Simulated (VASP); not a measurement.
Input of a VASP 6.6.1 run:

POSCAR

```
Be2N
1.0
    3.0968042800      0.0000000000      0.0000000000
   -1.5484021400      2.6819111700      0.0000000000
    0.0000000000      0.0000000000      3.0975262500
Be N
2 1
Direct
    0.3266240000      0.6499660000      0.4793090000
    0.6684870000      0.3273310000      0.5228300000
   -0.0114050000     -0.0029040000     -0.0024040000
```

The input INCAR.step1:

```
PREC = Accurate
ENCUT = 520
ISMEAR = 0
SIGMA = 0.1
LREAL = F
LASPH = T
NELM = 80
NBANDS = 12
GGA = PE
ALGO = Normal
EDIFF = 1E-4
LWAVE = T
LCHARG = F
```

Contents of INCAR.step2:

```
PREC = Accurate
ENCUT = 520
EDIFF = 1E-7
ISMEAR = 0
SIGMA = 0.1
LREAL = F
LASPH = T
NELM = 80
ALGO = Normal
ISIF = 2
LWAVE = F
LCHARG = F
METAGGA = R2SCAN
LMIXTAU = T
NBANDS = 12
ISTART = 1
```

KPOINTS

```
Automatic mesh
0
Gamma
  7 7 6
```

Potentials or basis: VASP PAW PBE potentials, release 64 (Be, N).

Launch:

```bash
$ cat potpaw_PBE.64/Be/POTCAR potpaw_PBE.64/N/POTCAR > POTCAR
$ cp INCAR.step1 INCAR
$ mpirun -np 1 vasp_std > vasp.out
$ cp INCAR.step2 INCAR
$ mpirun -np 1 vasp_std > vasp.out
```

(1) What does it give for the largest force?

(2) What does it give for the band gap on the k mesh?

(3) Estimate the pressure.

Answers

(1) 1.553 eV/Å.

(2) zero (an odd number of electrons rules out a gap without spin polarisation).

(3) 2.2 GPa.

Caveat: the stress differs along the axes, from -56 to 36 GPa; the PAW data sets were made with another functional, which shifts forces and pressure a little.
